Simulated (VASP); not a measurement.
# Se8 in VASP: notebook, part 2 of 2

VASP 6.6.1. The steps go on from the part before.

## 4. Relaxation of the atoms, PBE+D3(BJ)

The input, INCAR:

```
  PREC = Accurate
  ENCUT = 520
  EDIFF = 1E-6
  ISMEAR = 0
  SIGMA = 0.01
  LREAL = False
  LASPH = True
  NELM = 60
  ALGO = Normal
  ISIF = 2
  LWAVE = False
  LCHARG = False
  GGA = PE
  IVDW = 12
  IBRION = 2
  NSW = 80
  EDIFFG = -0.01
```

The input, KPOINTS:

```
Automatic mesh
0
Gamma
  1 1 1
```

The input, POSCAR:

```
Se
1.0
   14.4000000000      0.0000000000      0.0000000000
    0.0000000000     12.3000000000      0.0000000000
    0.0000000000      0.0000000000     14.4000000000
Se
8
Direct
    0.6185853389      0.6243984105      0.5921025828
    0.6858411973      0.4983012977      0.4879398819
    0.6134937872      0.5115364328      0.3409072059
    0.4958129701      0.3756015895      0.3271120395
    0.3567768834      0.4724428706      0.3558857100
    0.3141588027      0.4410883707      0.5112094713
    0.3653983680      0.5966168057      0.5953829356
    0.4995351770      0.5319851900      0.6728879605
```

Potentials or basis: VASP PAW PBE potentials, release 64 (Se).

The run is started by

```
> cat potpaw_PBE.64/Se/POTCAR > POTCAR
> mpirun -np 1 vasp_gam > vasp.out
```

OUTCAR:

```text
PREC = Accurate
   ENCUT = 520
   EDIFF = 1E-6
   ISMEAR = 0
   LREAL = False
   LASPH = True
   NELM = 60
   ISIF = 2
   GGA = PE
   IVDW = 12
   IBRION = 2
   NSW = 80
   EDIFFG = -0.01
 IVDW          = 12

 ion  position               nearest neighbor table
   1  0.619  0.624  0.592-   8 2.36   2 2.37
   2  0.686  0.498  0.488-   1 2.37   3 2.37
   3  0.613  0.512  0.341-   2 2.37   4 2.39
   4  0.496  0.376  0.327-   5 2.37   3 2.39
   5  0.357  0.472  0.356-   6 2.35   4 2.37
   6  0.314  0.441  0.511-   5 2.35   7 2.38
   7  0.365  0.597  0.595-   8 2.37   6 2.38
   8  0.500  0.532  0.673-   1 2.36   7 2.37

  LATTYP: Found a simple tetragonal cell.
 ALAT       =    14.4000000000
 C/A-ratio  =     0.8541666667

  Lattice vectors:

 A1 = ( -14.4000000000,   0.0000000000,   0.0000000000)
 A2 = (   0.0000000000,   0.0000000000,  14.4000000000)
 A3 = (   0.0000000000,  12.3000000000,   0.0000000000)

Analysis of symmetry for initial positions (statically):
=====================================================================
 Subroutine PRICEL returns:
[... 144 lines left out ...]
 Gauss-broadening in eV      SIGMA  =   0.01
  energy-cutoff  :      520.00
  volume of cell :     2550.53
 maximum number of plane-waves:     34307
 NGX is ok and might be reduce to   108
   NGX = 53   NGY = 45   NGZ = 53

--------------------------------------- Ionic step        1  -------------------------------------------

 number of electron      47.9999999 magnetization

 Free energy of the ion-electron system (eV)
  ---------------------------------------------------
  ext. energy  EPLUGINS =         0.00000000
  ---------------------------------------------------
  free energy    TOTEN  =       -27.80203946 eV

  energy without entropy =      -27.80203946  energy(sigma->0) =      -27.80203946

------------------------ aborting loop because EDIFF is reached ----------------------------------------

 Edisp (eV)   -0.62996

 E8    (eV) :    -0.2870
[... 123 lines left out ...]
  FREE ENERGIE OF THE ION-ELECTRON SYSTEM (eV)
  ---------------------------------------------------
  free  energy   TOTEN  =       -28.4661525211 eV

  energy  without entropy=      -28.4661525211  energy(sigma->0) =      -28.46615252

[... ionic steps 4 to 31 ...]

--------------------------------------- Ionic step       32  -------------------------------------------

 number of electron      48.0000003 magnetization

------------------------ aborting loop because EDIFF is reached ----------------------------------------
[... 87 lines left out ...]
--------------------------------------- Ionic step       34  -------------------------------------------

 number of electron      48.0000003 magnetization

 Free energy of the ion-electron system (eV)
  ---------------------------------------------------
  ext. energy  EPLUGINS =         0.00000000
  ---------------------------------------------------
  free energy    TOTEN  =       -27.87982099 eV

  energy without entropy =      -27.87982099  energy(sigma->0) =      -27.87982099

 E-fermi :  -5.3132     XC(G=0):  -1.3587

 val. band max:       -5.3973643555   @ k =   0.0000   0.0000   0.0000
 cond. band min:      -2.8543136143   @ k =   0.0000   0.0000   0.0000
 fundamental gap:      2.5430507412
 Fermi energy:        -5.3132327585

 k-point     1 :       0.0000    0.0000    0.0000
  band No.  band energies     occupation
      1     -19.7712      2.00000
      2     -19.1721      2.00000
      3     -19.1703      2.00000
      4     -17.5675      2.00000
      5     -17.5661      2.00000
      6     -15.4961      2.00000
[... 60 lines left out ...]
  FREE ENERGIE OF THE ION-ELECTRON SYSTEM (eV)
  ---------------------------------------------------
  free  energy   TOTEN  =       -28.5056277160 eV

  energy  without entropy=      -28.5056277160  energy(sigma->0) =      -28.50562772

 reached required accuracy - stopping structural energy minimisation
```

CONTCAR:

```text
Se
   1.00000000000000
    14.4000000000000004    0.0000000000000000    0.0000000000000000
     0.0000000000000000   12.3000000000000007    0.0000000000000000
     0.0000000000000000    0.0000000000000000   14.4000000000000004
  Se
     8
Direct
     0.6206729484849760    0.6244919200529313    0.5860851576209445
     0.6838542349309109    0.4891628013549931    0.4893566992036721
     0.6182974943725837    0.5103138006973369    0.3407666693569026
     0.4970089113411263    0.3832760532867230    0.3262018292754681
     0.3564052257050525    0.4744025316245636    0.3558563194037929
     0.3139357006526122    0.4379036517219550    0.5105706015463206
     0.3587956219335539    0.5881003110615944    0.6012685512942433
     0.5006323871791795    0.5443198976999074    0.6733219597986602

  0.00000000E+00  0.00000000E+00  0.00000000E+00
  0.00000000E+00  0.00000000E+00  0.00000000E+00
  0.00000000E+00  0.00000000E+00  0.00000000E+00
  0.00000000E+00  0.00000000E+00  0.00000000E+00
  0.00000000E+00  0.00000000E+00  0.00000000E+00
  0.00000000E+00  0.00000000E+00  0.00000000E+00
  0.00000000E+00  0.00000000E+00  0.00000000E+00
  0.00000000E+00  0.00000000E+00  0.00000000E+00
```

Wall time 29 min (1 thread of AMD EPYC 9R45 (Zen 5), shared host); peak memory 1.4 GiB.

What came out:

```
Free energy                     : -28.5056 eV
Energy gained by relaxing       : 9.2 meV/atom
Ionic steps                     : 34
Largest force after relaxing    : 0.009 eV/Å
Gap between the frontier levels : 2.54 eV
Dispersion energy per atom      : -0.078 eV
```

Forces on the atoms (eV/Å):
```
Se  -0.006 -0.002 -0.004
Se  -0.001 -0.002  0.003
Se  -0.002  0.008 -0.001
Se  -0.002 -0.006  0.005
Se   0.002  0.003  0.002
Se   0.000 -0.002 -0.004
Se   0.007  0.001 -0.003
Se   0.002  0.000  0.002
```

Step by step:
| step | energy change (eV) | largest force (eV/Å) | pressure (GPa) |
| --- | --- | --- | --- |
| 1 | 0.0000 | 0.5725 | -0.07 |
| 2 | -0.0327 | 0.2148 | 0.02 |
| 3 | -0.0342 | 0.2005 | 0.04 |
| 4 | -0.0428 | 0.1642 | 0.03 |
| 5 | -0.0587 | 0.1457 | 0.00 |
| 6 | -0.0447 | 0.3702 | -0.05 |
| 7 | -0.0609 | 0.1884 | -0.01 |
| 8 | -0.0658 | 0.0865 | -0.01 |
| 9 | -0.0659 | 0.0704 | -0.01 |
| 10 | -0.0671 | 0.0523 | 0.00 |
| 11 | -0.0677 | 0.0982 | 0.00 |
| 12 | -0.0685 | 0.0796 | 0.00 |
| 13 | -0.0699 | 0.0366 | 0.00 |
| 14 | -0.0688 | 0.1046 | -0.01 |
| 15 | -0.0702 | 0.0499 | -0.01 |
| 16 | -0.0705 | 0.0478 | 0.00 |
| 17 | -0.0708 | 0.0480 | 0.00 |
| 18 | -0.0709 | 0.0651 | 0.01 |
| 19 | -0.0711 | 0.0578 | 0.01 |
| 20 | -0.0718 | 0.0385 | 0.00 |
| 21 | -0.0722 | 0.0495 | 0.00 |
| 22 | -0.0722 | 0.0460 | 0.00 |
| 23 | -0.0724 | 0.0234 | 0.00 |
| 24 | -0.0725 | 0.0374 | 0.00 |
| 25 | -0.0728 | 0.0277 | 0.00 |
| 26 | -0.0730 | 0.0404 | 0.00 |
| 27 | -0.0733 | 0.0214 | 0.00 |
| 28 | -0.0733 | 0.0254 | -0.01 |
| 29 | -0.0735 | 0.0232 | -0.01 |
| 30 | -0.0735 | 0.0221 | 0.00 |
| 31 | -0.0735 | 0.0275 | 0.00 |
| 32 | -0.0736 | 0.0214 | 0.00 |
| 33 | -0.0736 | 0.0233 | 0.00 |
| 34 | -0.0736 | 0.0086 | 0.00 |

Final structure:
```yaml
crystal:
  lattice:
    - [14.40000, 0.00000, 0.00000]
    - [0.00000, 12.30000, 0.00000]
    - [0.00000, 0.00000, 14.40000]
  atoms:
    - { symbol: Se, position: [0.62067, 0.62449, 0.58609] }
    - { symbol: Se, position: [0.68385, 0.48916, 0.48936] }
    - { symbol: Se, position: [0.61830, 0.51031, 0.34077] }
    - { symbol: Se, position: [0.49701, 0.38328, 0.32620] }
    - { symbol: Se, position: [0.35641, 0.47440, 0.35586] }
    - { symbol: Se, position: [0.31394, 0.43790, 0.51057] }
    - { symbol: Se, position: [0.35880, 0.58810, 0.60127] }
    - { symbol: Se, position: [0.50063, 0.54432, 0.67332] }
```
